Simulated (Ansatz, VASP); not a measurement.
# Two plane-wave programs on Mo

The input INCAR:

```
SYSTEM = Mo
ALGO     = Normal         ! electronic algorithm
EDIFF    = 1E-6           ! SCF threshold, eV
ENCUT    = 520            ! plane-wave cutoff, eV
ISIF     = 2              ! what is computed and relaxed
ISMEAR   = 0              ! smearing method
LASPH    = .True.         ! aspherical terms in the spheres
LCHARG   = .False.        ! write CHGCAR
LREAL    = .False.        ! projectors in reciprocal space
LWAVE    = .False.        ! write WAVECAR
NBANDS   = 13             ! bands
NELM     = 60             ! most SCF steps
PREC     = Accurate       ! precision mode
SIGMA    = 0.15           ! smearing width, eV
```

The input KPOINTS:

```
k-points
0
Gamma
  20 20 20
  0 0 0
```

POSCAR

```
Mo
1.0
    0.0000000000      2.0452250000      1.9545500000
    2.0452250000      0.0000000000      1.9545500000
    2.0452250000      2.0452250000      0.0000000000
Mo
1
Direct
    0.0000000000      0.0000000000      0.0000000000
```

Input for Ansatz:

```yaml
crystal:
  lattice:
    - [0.0, 2.045225, 1.95455]
    - [2.045225, 0.0, 1.95455]
    - [2.045225, 2.045225, 0.0]
  atoms:
    - { symbol: Mo, position: [0.0, 0.0, 0.0] }
basis:
  ecutwfc: 420
kpoints:
  mp_grid: { grid: [20, 20, 20] }
hamiltonian:
  xc: lda
scf:
  occupations: { method: gaussian, width: 0.15 }
output:
  forces: true
  stress: true
  eigenvalues: true
```

Change from the starting cell: strain +0.015 along x and y, -0.030 along z, atoms carried along.

Alike in both runs: task single point; functional LDA; k mesh 20 × 20 × 20; occupations gaussian, width 0.15 eV; no spin polarisation.

|  | VASP | Ansatz |
| --- | --- | --- |
| version | VASP 6.6.1 | Ansatz 0.2.0 |
| potentials or method | VASP PAW LDA potentials, release 64 (Mo_sv), cutoff 520 eV | scalar-relativistic, plane waves, PAW |
| valence electrons in the cell | 14 | 14 |

Ansatz gave:

- gap on the k mesh at the Fermi level (eV): none
- pressure (GPa): -16.3
- traceless stress, the component that is largest in VASP (GPa): -6.18

Question: Which values does VASP return?

Answer: gap on the k mesh at the Fermi level (eV): none; pressure (GPa): -15.4; traceless stress, the component that is largest in VASP (GPa): -6.15.

LDA's correlation is that of Perdew and Zunger in VASP and of Perdew and Wang (1992) in Ansatz. A gap of «none» marks a metal or a gap that the smearing closes.
